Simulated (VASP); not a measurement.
# Sn (Fd-3m) in VASP: a series of runs

Sn is run at these levels: PBEsol; tasks: relaxation of cell and atoms.

All numbers are computed with VASP 6.6.1; they aren't measurements. Logs are shortened: lines on timing, memory, paths and dates and some standing lists are left out, and cuts for length are marked.

**1. The cell of the first run**

It takes space group Fd-3m (No. 227, cubic). The conventional cell has a = 6.540 Å, b = 6.540 Å, c = 6.540 Å, α = 90.00°, β = 90.00°, γ = 90.00°. Within 3.7 Å of Sn (site symmetry -43m) lie 4 Sn at 2.83 Å.

This isn't the form of Sn at room conditions, which is tetragonal (white tin).

**2. Relaxation of cell and atoms, PBEsol, target pressure 2 GPa, at which the enthalpy is minimised**

Input file INCAR:

```
ALGO     = Normal         # electronic algorithm
EDIFF    = 1E-7           # SCF threshold, eV
EDIFFG   = -0.002         # ionic threshold
ENCUT    = 600            # plane-wave cutoff, eV
GGA      = PS             # functional
IBRION   = 2              # ionic algorithm
ISIF     = 3              # what is computed and relaxed
ISMEAR   = -1             # smearing method
LASPH    = T              # aspherical terms in the spheres
LCHARG   = F              # write CHGCAR
LREAL    = F              # projectors in reciprocal space
LWAVE    = F              # write WAVECAR
NELM     = 80             # most SCF steps
NSW      = 100            # ionic steps
PREC     = Accurate       # precision mode
PSTRESS  = 20.0         
SIGMA    = 0.08           # smearing width, eV
```

Input file KPOINTS:

```
k-points
0
Gamma
  14 14 14
```

Input file POSCAR:

```
Sn
1.0
    0.0000000000      3.2701694453      3.2701694453
    3.2701694453      0.0000000000      3.2701694453
    3.2701694453      3.2701694453      0.0000000000
Sn
2
Direct
    0.5000000000      0.5000000000      0.5000000000
    0.7500000000      0.7500000000      0.7500000000
```

Potentials or basis: VASP PAW PBE potentials, release 64 (Sn_d).

On the command line:

```sh
$ cat potpaw_PBE.64/Sn_d/POTCAR > POTCAR
$ mpirun -np 1 vasp_std > vasp.out
```

OUTCAR:

```text
EDIFF = 1E-7
   EDIFFG = -0.002
   ENCUT = 600
   GGA = PS
   IBRION = 2
   ISIF = 3
   ISMEAR = -1
   LASPH = T
   LREAL = F
   NELM = 80
   NSW = 100
   PREC = Accurate
   PSTRESS = 20.0

 ion  position               nearest neighbor table
   1  0.500  0.500  0.500-   2 2.83   2 2.83   2 2.83   2 2.83
   2  0.750  0.750  0.750-   1 2.83   1 2.83   1 2.83   1 2.83

  LATTYP: Found a face centered cubic cell.
 ALAT       =     6.5403388906

  Lattice vectors:

 A1 = (   0.0000000000,   3.2701694453,   3.2701694453)
 A2 = (   3.2701694453,   0.0000000000,   3.2701694453)
 A3 = (   3.2701694453,   3.2701694453,   0.0000000000)

Analysis of symmetry for initial positions (statically):
=====================================================================
 Subroutine PRICEL returns:
 Original cell was already a primitive cell.

 Routine SETGRP: Setting up the symmetry group for a
 face centered cubic supercell.

 Subroutine GETGRP returns: Found 48 space group operations
 (whereof 24 operations were pure point group operations)
 out of a pool of 48 trial point group operations.

The static configuration has the point symmetry T_d .
 The point group associated with its full space group is O_h .

Analysis of symmetry for dynamics (positions and initial velocities):
=====================================================================
 Subroutine PRICEL returns:
 Original cell was already a primitive cell.

 Routine SETGRP: Setting up the symmetry group for a
 face centered cubic supercell.

 Subroutine GETGRP returns: Found 48 space group operations
 (whereof 24 operations were pure point group operations)
 out of a pool of 48 trial point group operations.

The dynamic configuration has the point symmetry T_d .
 The point group associated with its full space group is O_h .

 Subroutine INISYM returns: Found 48 space group operations
 (whereof 24 operations are pure point group operations),
 and found     1 'primitive' translations

----------------------------------------------------------------------------------------

                                     Primitive cell

  volume of cell :      69.9424

  direct lattice vectors                    reciprocal lattice vectors
     0.000000000  3.270169445  3.270169445    -0.152897276  0.152897276  0.152897276
     3.270169445  0.000000000  3.270169445     0.152897276 -0.152897276  0.152897276
[... 92 lines left out ...]
   ISYM   =      2    0-nonsym 1-usesym 2-fastsym
   POTIM  = 0.5000    time-step for ionic-motion
   TEBEG  =    0.0;   TEEND  =   0.0 temperature during run
   PSTRESS=   20.0 pullay stress
   NELECT =      28.0000    total number of electrons
   NUPDOWN=      -1.0000    fix difference up-down
   EMIN   =  10.00;   EMAX   =-10.00  energy-range for DOS
   EFERMI =   0.00;   METHOD = LEGACY
   ISMEAR =    -1;   SIGMA  =   0.08  broadening in eV -4-tet -1-fermi 0-gaus
   EFERMI_NEDOS =   21; number of points for ismear=-14 and -15
   IALGO  =     38    algorithm
   IMIX   =      4    mixing-type and parameters
     AMIX     =   0.40;   BMIX     =  1.00
     AMIX_MAG =   1.60;   BMIX_MAG =  1.00
  volume/ion in A,a.u.               =      34.97       236.00
  Fermi-wavevector in a.u.,A,eV,Ry     =   1.206555  2.280059 19.807033  1.455776
  Thomas-Fermi vector in A             =   2.342219
   LORBIT       =      0    0 simple, 1 ext, 2 COOP (PROOUT), +10 PAW based schemes
   GGA     = PS    functional components
   LHFCALC =     F    Hartree Fock is set to
   AEXX    =    0.0000 exact exchange contribution
   IVDW    =     0    specifies the selected vdW correction
   LEPSILON=     F    determine dielectric tensor
   LRPA    =     F    only Hartree local field effects (RPA)
 conjugate gradient relaxation of ions
 non-spin polarized calculation
  energy-cutoff  :      600.00
  volume of cell :       69.94
 maximum number of plane-waves:      2349
 NGX is ok and might be reduce to    40
   NGX = 19   NGY = 19   NGZ = 19

--------------------------------------- Ionic step        1  -------------------------------------------

 number of electron      28.0000003 magnetization

 Free energy of the ion-electron system (eV)
  ---------------------------------------------------
  ext. energy  EPLUGINS =         0.00000000
  ---------------------------------------------------
  free energy    TOTEN  =        -8.46812916 eV

  energy without entropy =       -8.46503947  energy(sigma->0) =       -8.46658431

------------------------ aborting loop because EDIFF is reached ----------------------------------------

  FORCE on cell =-STRESS in cart. coord.  units (eV):
  Direction    XX          YY          ZZ          XY          YZ          ZX
  --------------------------------------------------------------------------------------
  -------------------------------------------------------------------------------------
  Total       -0.0134584     -0.0134584     -0.0134584      0.0000000      0.0000000      0.0000000
  in kB       -0.3082930     -0.3082930     -0.3082930      0.0000000      0.0000000      0.0000000
  external PRESSURE =     -20.3082930 kB  Pullay stress =      20.0000000 kB
[... 63 lines left out ...]
--------------------------------------- Ionic step        3  -------------------------------------------

 number of electron      28.0000005 magnetization

 Free energy of the ion-electron system (eV)
  ---------------------------------------------------
  ext. energy  EPLUGINS =         0.00000000
  ---------------------------------------------------
  free energy    TOTEN  =        -8.45050907 eV

  energy without entropy =       -8.44791817  energy(sigma->0) =       -8.44921362

 E-fermi :   5.7501     XC(G=0):  -9.1558

 val. band max:        5.7164622128   @ k =   0.4286   0.0000   0.0000
 cond. band min:       5.7920415382   @ k =   0.0000   0.0000   0.0000
 fundamental gap:      0.0755793253
 Fermi energy:         5.7501140279

 k-point     1 :       0.0000    0.0000    0.0000
  band No.  band energies     occupation
      1     -15.9358      2.00000
      2     -15.9358      2.00000
      3     -15.9358      2.00000
      4     -15.8724      2.00000
      5     -15.8724      2.00000
      6     -15.5434      2.00000
[... 481 lines left out ...]
      5     -15.7958      2.00000
      6     -15.6463      2.00000
[... 10 lines left out ...]
     17       9.8201      0.00000
     18       9.8304      0.00000

 [... further k-points ...]

------------------------ aborting loop because EDIFF is reached ----------------------------------------

  FORCE on cell =-STRESS in cart. coord.  units (eV):
  Direction    XX          YY          ZZ          XY          YZ          ZX
  --------------------------------------------------------------------------------------
  -------------------------------------------------------------------------------------
  Total        0.8372094      0.8372094      0.8372094     -0.0000000      0.0000000      0.0000000
  in kB       20.0357142     20.0357142     20.0357142     -0.0000000      0.0000000      0.0000000
  external PRESSURE =       0.0357142 kB  Pullay stress =      20.0000000 kB
[... 21 lines left out ...]
  energy  without entropy=       -8.4479181660  energy(sigma->0) =       -8.44921362

  enthalpy is  TOTEN    =        -7.6147920610 eV   P V=        0.8357170127

 reached required accuracy - stopping structural energy minimisation
```

OSZICAR:

```text
N       E                     dE             d eps       ncg     rms          rms(c)
DAV:   1     0.216075819316E+03    0.21608E+03   -0.16490E+04  3746   0.244E+03
DAV:   2     0.119368123964E+02   -0.20414E+03   -0.20196E+03  3748   0.465E+02
DAV:   3    -0.792826539631E+01   -0.19865E+02   -0.19723E+02  4180   0.151E+02
DAV:   4    -0.854673077036E+01   -0.61847E+00   -0.61734E+00  4278   0.292E+01
[... 27 lines left out ...]
DAV:   5    -0.845053078987E+01    0.10857E-03   -0.17097E-04  4796   0.187E-01    0.152E-02
DAV:   6    -0.845050976957E+01    0.21020E-04   -0.22363E-05  3802   0.600E-02    0.418E-03
DAV:   7    -0.845050879874E+01    0.97083E-06   -0.17831E-06  4848   0.162E-02    0.131E-03
DAV:   8    -0.845050907044E+01   -0.27170E-06   -0.21009E-07  3046   0.417E-03    0.651E-04
DAV:   9    -0.845050907371E+01   -0.32678E-08   -0.59132E-08  1916   0.462E-03
   3 F= -.76147921E+01 E0= -.76134966E+01  d E =-.197552E-01
```

Wall time 7.8 min (1 thread of Oxide Virtual Turin-like, shared host); peak memory 0.29 GiB.

Results:

```
Free energy                                                : -8.4505 eV
Relaxed volume                                             : 33.47 Å³/atom
Relaxed cell                                               : a = 4.558 Å, b = 4.558 Å, c = 4.558 Å, α = 60.00°, β = 60.00°, γ = 60.00°
Space group after relaxing (to 0.1 Å)                      : Fd-3m (No. 227)
Energy change on relaxing (the run minimises the enthalpy) : +8.8 meV/atom
Ionic steps                                                : 3
Pressure after relaxing                                    : 2.0 GPa
Band gap on the k mesh                                     : zero (bands 14 and 15 overlap by 0.11 eV)
```

Step by step:
| step | energy change (eV) | largest force (eV/Å) | pressure (GPa) | volume (Å³) |
| --- | --- | --- | --- | --- |
| 1 | 0.0000 | 0.0000 | -0.03 | 69.94 |
| 2 | 0.0399 | 0.0000 | 3.14 | 65.55 |
| 3 | 0.0176 | 0.0000 | 2.00 | 66.95 |

Final structure:
```cif
data_structure
_symmetry_space_group_name_H-M 'P 1'
_symmetry_Int_Tables_number 1
_cell_length_a 4.5578
_cell_length_b 4.5578
_cell_length_c 4.5578
_cell_angle_alpha 60.000
_cell_angle_beta 60.000
_cell_angle_gamma 60.000
_cell_volume 66.95
loop_
_atom_site_label
_atom_site_type_symbol
_atom_site_fract_x
_atom_site_fract_y
_atom_site_fract_z
_atom_site_occupancy
Sn1 Sn 0.50000 0.50000 0.50000 1
Sn2 Sn 0.75000 0.75000 0.75000 1
```

Levels at points of the mesh, in eV from the Fermi level:
```tsv
k point	band 12	band 13	band 14	band 15	band 16	band 17
(0.00, 0.00, 0.00)	-0.60	0.04	0.04	0.04	2.11	2.11
(0.50, 0.00, 0.00)	-6.45	-1.20	-1.20	-0.07	3.18	3.18
(0.50, 0.50, 0.00)	-7.65	-2.58	-2.58	0.69	0.69	7.80
```

Caveat: the cell is relaxed towards a set pressure, so the run minimises the enthalpy, not the energy; the PAW data sets were made with another functional, which shifts forces and pressure a little; spin-orbit coupling is left out, which moves the levels of the heavy elements.

(Part 1 of 2 ends here.)

The gap in the log of VASP goes by the Fermi energy; the results here count the filled bands.